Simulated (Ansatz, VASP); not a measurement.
**GaSb in VASP and in Ansatz**

POSCAR

```
GaSb
1.0
    4.3260790000      0.0000000000      0.0000000000
    2.1630395000      3.7464943128      0.0000000000
    2.1630395000      1.2488314376      3.5322287123
Ga Sb
1 1
Direct
    0.0000000000      0.0000000000      0.0000000000
    0.2500000000      0.2500000000      0.2500000000
```

File INCAR.step1:

```
SYSTEM = GaSb
PREC = Accurate ; ENCUT = 550
ISMEAR = 0 ; SIGMA = 0.01
LREAL = .False. ; LASPH = .True.
NELM = 120 ; GGA = PE
ALGO = Normal ; EDIFF = 1E-5
LWAVE = .True. ; LCHARG = .False.
GGA_COMPAT = .False. ; IBRION = 2
ISIF = 3 ; EDIFFG = -0.005
NELMIN = 4 ; NSW = 100
```

INCAR.step2

```
SYSTEM = GaSb
PREC = Accurate ; ENCUT = 550
EDIFF = 1E-7 ; ISMEAR = 0
SIGMA = 0.01 ; LREAL = .False.
LASPH = .True. ; NELM = 120
ALGO = Normal ; ISIF = 3
LWAVE = .False. ; LCHARG = .False.
METAGGA = R2SCAN ; LMIXTAU = .True.
LUSE_VDW = .True. ; IVDW_NL = 2
BPARAM = 11.95 ; CPARAM = 0.0093
IBRION = 2 ; NSW = 80
EDIFFG = -0.01 ; ISTART = 1
GGA_COMPAT = .False. ; NELMIN = 4
```

The input KPOINTS:

```
regular mesh
0
Gamma
  6 6 6
  0 0 0
```

Input for Ansatz:

```yaml
crystal:
  lattice:
    - [4.326079, 0.0, 0.0]
    - [2.1630395000000004, 3.7464943127783803, 0.0]
    - [2.1630395000000004, 1.2488314375927936, 3.5322287123232354]
  atoms:
    - { symbol: Ga, position: [0.0, 0.0, 0.0] }
    - { symbol: Sb, position: [0.24999999999999994, 0.25000000000000006, 0.25] }
kpoints:
  mp_grid:
    grid: [6, 6, 6]
hamiltonian:
  xc: r2scan
  dispersion: rvv10
scf:
  occupations:
    method: fixed
relax:
  cell: {}
```

Alike in both runs: task relaxation of cell and atoms; functional r2SCAN; dispersion rVV10; k mesh 6 × 6 × 6; no spin polarisation.

```csv
,VASP,Ansatz
version,VASP 6.6.1,Ansatz 0.2.0
potentials or method,"VASP PAW PBE potentials, release 64 (Ga_d, Sb)","plane waves, PAW"
plane-wave cutoff (eV),550,500
occupations,"gaussian, width 0.01 eV",fixed
valence electrons in the cell,18,28
```

|  | VASP | Ansatz | Ansatz less VASP |
| --- | --- | --- | --- |
| relaxed volume (Å³/atom) | 28.52 | 28.43 | -0.089 |
| relaxed cell length with the largest relative difference (Å) | 4.321 | 4.316 | -0.0045 |

VASP's potentials were made for PBE, not for r2SCAN. VASP's potentials hold 18 valence electrons a cell and Ansatz's 28, so a difference there can come from the potentials and not from the codes.

Spin-orbit coupling is off throughout.
